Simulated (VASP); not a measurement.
Here is a VASP 6.6.1 calculation.

INCAR

```
ALGO = Normal
EDIFF = 1E-7
ENCUT = 520
GGA = PE
ISIF = 2
ISMEAR = 0
LASPH = True
LCHARG = False
LREAL = False
LWAVE = False
NBANDS = 41
NELM = 80
PREC = Accurate
SIGMA = 0.02
```

KPOINTS

```
k-points
0
Gamma
  8 8 2
```

The input POSCAR:

```
Mg5ZnO6
1.0
    3.2678288000      0.0000000000      0.0000000000
    0.0000000000      3.2678288000      0.0000000000
    0.0000000000      0.0000000000     13.7795323000
Mg Zn O
5 1 6
Direct
    0.0000000000      0.0000000000      0.0000000000
    0.5000000000      0.5000000000      0.1669740000
    0.0000000000      0.0000000000      0.3340230000
    0.0000000000      0.0000000000      0.6659770000
    0.5000000000      0.5000000000      0.8330260000
    0.5000000000      0.5000000000      0.5000000000
    0.5000000000      0.0000000000      0.0834840000
    0.0000000000      0.5000000000      0.2504780000
    0.5000000000      0.0000000000      0.4156560000
    0.0000000000      0.5000000000      0.5843440000
    0.5000000000      0.0000000000      0.7495220000
    0.0000000000      0.5000000000      0.9165160000
```

Potentials or basis: VASP PAW PBE potentials, release 64 (Mg, Zn, O).

The run is started by

```sh
$ cat potpaw_PBE.64/Mg/POTCAR potpaw_PBE.64/Zn/POTCAR potpaw_PBE.64/O/POTCAR > POTCAR
$ mpirun -np 1 vasp_std > vasp.out
```

Task: What does it give for the pressure?

Result: -0.2 GPa.

Task: What does it give for the band gap on the k mesh?

Result: 2.49 eV, direct.

Task: What does it give for the largest force?

Result: 0.077 eV/Å.

Forces on the atoms (eV/Å):
```
Mg   0.000  0.000  0.000
Mg   0.000  0.000  0.000
Mg   0.000  0.000 -0.006
Mg   0.000  0.000  0.006
Mg   0.000  0.000  0.000
Zn   0.000  0.000  0.000
O    0.000  0.000  0.000
O    0.000  0.000  0.000
O    0.000  0.000 -0.077
O    0.000  0.000  0.077
O    0.000  0.000  0.000
O    0.000  0.000  0.000
```

A k mesh can miss the band edges. PBE gaps usually lie below the measured ones, often by a third to a half.
